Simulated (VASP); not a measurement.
# CsPd5S: single point with PBE

Crystal: CsPd5S.

```
CELL_PARAMETERS angstrom
4.20515 0.00000 0.00000
0.00000 4.20515 0.00000
0.00000 0.00000 7.38572
ATOMIC_POSITIONS crystal
Pd 0.50000 0.00000 0.72620
Pd 0.00000 0.50000 0.72620
Pd 0.50000 0.00000 0.27380
Pd 0.00000 0.50000 0.27380
Pd 0.00000 0.00000 0.00000
Cs 0.50000 0.50000 0.00000
S 0.00000 0.00000 0.50000
```

- Program: VASP 6.6.1
- Task: single point
- Functional: PBE
- Potentials or basis: VASP PAW PBE potentials, release 64 (Pd, Cs_sv, S)
- Cutoff: 520 eV
- k mesh: 4 × 4 × 3
- Occupations: fermi-dirac, width 0.1 eV
- Spin: no spin polarisation
- Dipole correction: no
- Further INCAR settings: ALGO = Normal; EDIFF = 1e-07; NBANDS = 42

```
Pressure               : 0.9 GPa
Largest force          : 1.619 eV/Å
Band gap on the k mesh : zero (an odd number of electrons rules out a gap without spin polarisation)
```

Forces in eV/Å, atoms in the order of the input:
```
Pd   0.000  0.000 -1.619
Pd   0.000  0.000 -1.619
Pd   0.000  0.000  1.619
Pd   0.000  0.000  1.619
Pd   0.000  0.000  0.000
Cs   0.000  0.000  0.000
S    0.000  0.000  0.000
```

Stress tensor (GPa, compression positive):
```
0.63 0.00 0.00
0.00 0.63 0.00
0.00 0.00 1.36
```

Levels at points of the mesh, in eV from the Fermi level:
| k point | band 30 | band 31 | band 32 | band 33 | band 34 | band 35 | band 36 | band 37 |
| --- | --- | --- | --- | --- | --- | --- | --- | --- |
| (0.00, 0.00, 0.00) | -0.59 | -0.11 | -0.10 | -0.09 | -0.09 | 2.20 | 2.43 | 4.60 |
| (0.50, 0.00, 0.00) | -0.88 | -0.70 | -0.51 | 0.29 | 0.48 | 1.45 | 2.30 | 2.67 |
| (0.50, 0.50, 0.00) | -0.50 | -0.50 | -0.23 | -0.23 | 1.18 | 1.20 | 3.32 | 3.32 |

Run time: 2.4 min on 1 thread of Intel Xeon 8259CL, on a shared host, peak memory 0.25 GiB.

Caveat: the k points lie up to 0.37 Å⁻¹ apart, too coarse for converged energies and pressures of a metal; spin-orbit coupling is left out, which moves the levels of the heavy elements; forces of over 1 eV/Å act on the atoms, so gaps and moduli don't describe the material at rest.
